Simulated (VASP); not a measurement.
H15C2NO6: single point with PBE+D3(BJ)

System: H15C2NO6.

```xyz
24
Lattice="6.4393 0.0000 0.0000 0.0000 6.4393 0.0000 0.0000 0.0000 6.4393" Properties=species:S:1:pos:R:3 pbc="T T T"
O    -1.6449    2.9752    3.1013
O     3.7550    1.6330    7.5015
O     1.4760    2.4314    6.0869
O     3.7594    5.8591    3.1434
O    -0.6228    7.8203    4.7600
O     1.5241    3.5905    3.2012
H    -2.3818    3.3911    3.5863
H    -2.0816    2.4163    2.4439
H     4.3989    1.5384    6.7539
H     2.8528    1.6647    7.0450
H     1.7095    3.3439    5.7459
H     0.8347    2.0921    5.3913
H     3.6851    6.2200    2.2131
H     3.0449    5.1899    3.2078
H    -0.9915    8.4295    4.1380
H    -0.5064    6.9593    4.2650
H     1.0019    2.7972    3.1020
H     1.3988    4.1061    2.4397
H     4.3692    5.1322    5.8955
H     5.2868    3.6065    5.7839
H     4.3660    4.0289    7.2319
C     5.0638    4.4017    6.4857
C     6.1885    5.1110    6.7606
N     7.0992    5.8637    6.7387
```

```
Program                : VASP 6.6.1
Task                   : single point
Functional             : PBE
Dispersion             : D3(BJ)
Potentials or basis    : VASP PAW PBE potentials, release 64 (O, H, C, N)
Cutoff                 : 520 eV
k mesh                 : 1 × 1 × 1
Occupations            : fermi-dirac, width 0.05 eV
Spin                   : no spin polarisation
Dipole correction      : no
Further INCAR settings : LREAL = Auto; ALGO = Normal; EDIFF = 1e-06; NBANDS = 50
```

| Property | Result |
| --- | --- |
| Pressure | 0.8 GPa |
| Largest force | 4.776 eV/Å |
| Dispersion energy per atom | -0.036 eV |

Forces in eV/Å, atoms in the order of the input:
```
O    0.182  0.831  0.812
O   -0.343 -0.603 -1.001
O    0.297  1.272 -0.761
O   -0.386  0.028 -0.844
O    1.670 -2.901  1.452
O    1.251 -0.312  2.279
H    0.150  0.014 -0.223
H   -0.571 -0.609 -0.953
H   -0.329 -0.017  0.408
H    0.554  0.234  0.232
H   -0.224 -1.100  0.446
H    0.127 -0.320  0.695
H    0.029 -0.070  0.949
H    0.207  0.346 -0.004
H   -1.257  1.535 -1.917
H   -0.302  0.992  0.715
H   -0.495 -0.608 -0.219
H   -0.688  1.218 -2.198
H    0.915 -0.817  0.498
H    0.094 -0.465 -0.172
H    0.582 -0.152  0.731
C   -4.299 -0.191 -2.071
C    3.595  2.938  0.553
N   -0.760 -1.243  0.594
```

Stress tensor (GPa, compression positive):
```
 0.27  0.52  1.76
 0.52  1.03 -0.39
 1.76 -0.39  1.03
```

Levels at points of the mesh, in eV from the Fermi level:
| k point | band 28 | band 29 | band 30 | band 31 | band 32 | band 33 | band 34 | band 35 | band 36 | band 37 |
| --- | --- | --- | --- | --- | --- | --- | --- | --- | --- | --- |
| (0.00, 0.00, 0.00) | -2.04 | -1.82 | -1.78 | -1.43 | -1.30 | 3.35 | 4.67 | 5.01 | 6.33 | 6.65 |

Wall time 49 s on 1 thread of AMD EPYC 7R13, with other jobs on the host, peak memory 0.28 GiB.

Caveat: the k points lie up to 0.98 Å⁻¹ apart, too coarse for converged energies, forces and pressures; the atoms stand as in a frame of molecular dynamics.
